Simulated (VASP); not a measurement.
## InP: single point with PBE

Crystal: InP.

```
In P
1.0
     4.47747    0.00000    0.00000
    -2.23874    3.87761    0.00000
     0.00000    0.00000    5.88087
In P
2 2
Direct
  0.33333 0.66667 0.25000
  0.66667 0.33333 0.75000
  0.66667 0.33333 0.25000
  0.33333 0.66667 0.75000
```

* Program: VASP 6.6.1
* Task: single point
* Functional: PBE
* Potentials or basis: VASP PAW PBE potentials, release 64 (In_d, P)
* Cutoff: 520 eV
* k mesh: 6 × 6 × 4
* Occupations: fermi-dirac, width 0.02 eV
* Spin: no spin polarisation
* Dipole correction: no
* Further INCAR settings: ALGO = Normal; EDIFF = 1e-06; NBANDS = 26

```yaml
Pressure: 0.0 GPa
Band_gap_on_the_k_mesh: zero (bands 18 and 19 overlap by 0.81 eV)
```

Stress tensor (GPa, compression positive):
```
-0.07  0.00  0.00
 0.00 -0.07  0.00
 0.00  0.00  0.00
```

Levels at points of the mesh, in eV from the Fermi level:
| k point | band 16 | band 17 | band 18 | band 19 | band 20 | band 21 |
| --- | --- | --- | --- | --- | --- | --- |
| (0.00, 0.00, 0.00) | -1.81 | -0.41 | -0.41 | 0.25 | 0.32 | 3.19 |
| (0.50, 0.00, 0.00) | -3.00 | -1.62 | -1.25 | 0.16 | 2.56 | 4.81 |
| (0.00, 0.00, 0.50) | -1.19 | -1.19 | -1.19 | 0.77 | 0.77 | 3.63 |
| (0.50, 0.00, 0.50) | -2.26 | -0.47 | -0.47 | 1.96 | 1.96 | 3.02 |

It took 42 s on 1 thread of AMD EPYC 9R45 96-Core Processor (Zen 5), on a shared host, peak memory 0.22 GiB.

Caveat: spin-orbit coupling is left out, which moves the levels of the heavy elements.
